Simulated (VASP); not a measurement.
Here is a VASP 6.6.1 calculation.

INCAR

```
SYSTEM = HfS2
PREC = Accurate ; ENCUT = 500
EDIFF = 1E-6 ; ISMEAR = 0
SIGMA = 0.02 ; LREAL = .False.
LASPH = .True. ; NELM = 120
ALGO = Normal ; ISIF = 2
LWAVE = .False. ; LCHARG = .False.
GGA = PE ; IVDW = 12
NBANDS = 18 ; GGA_COMPAT = .False.
```

File KPOINTS:

```
Automatic mesh
0
Gamma
  12 12 8
  0 0 0
```

The input POSCAR:

```
HfS2
1.0
    3.5584395465      0.0000000000      0.0000000000
   -1.7792197733      3.0816990451      0.0000000000
    0.0000000000      0.0000000000      5.5336236509
Hf S
1 2
Direct
    0.0000000000      0.0000000000      0.0000000000
    0.3333333333      0.6666666667      0.2646920793
    0.6666666667      0.3333333333      0.7353079207
```

Potentials or basis: VASP PAW PBE potentials, release 64 (Hf_pv, S).

Run with:

```bash
$ cat potpaw_PBE.64/Hf_pv/POTCAR potpaw_PBE.64/S/POTCAR > POTCAR
$ mpirun -np 1 vasp_std > vasp.out
```

What does it give for the pressure?

2.4 GPa.

What does it give for the largest force?

0.066 eV/Å.

Stress tensor (GPa, compression positive):
```
2.37 0.00 0.00
0.00 2.37 0.00
0.00 0.00 2.46
```
